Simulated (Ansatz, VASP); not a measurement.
Rh in VASP and in Ansatz

```
Rh
1.0
     0.00000    1.96284    1.91497
     1.91497    0.00000    1.91497
     1.91497    1.96284    0.00000
Rh
1
Direct
  0.00000 0.00000 0.00000
```

Change from the starting cell: strain +0.0250 x Voigt [0, 1, 0, 0, 0, 0], atoms carried along.

Alike in both runs: task single point; functional PBE; k mesh 26 × 26 × 26; occupations gaussian, width 0.15 eV; no spin polarisation.

```csv
,VASP,Ansatz
version,VASP 6.6.1,Ansatz 0.2.0
potentials or method,"VASP PAW PBE potentials, release 64 (Rh_pv), cutoff 520 eV","scalar-relativistic, plane waves, PAW"
valence electrons in the cell,15,17
```

```csv
,VASP,Ansatz,Ansatz less VASP
gap on the k mesh at the Fermi level (eV),none,none,-
pressure (GPa),-5.8,-5.8,0.00
"traceless stress, the component that is largest in VASP (GPa)",-3.58,-3.59,-0.013
```

A gap of «none» marks a metal or a gap that the smearing closes. VASP's potentials hold 15 valence electrons a cell and Ansatz's 17, so a difference there can come from the potentials and not from the codes.
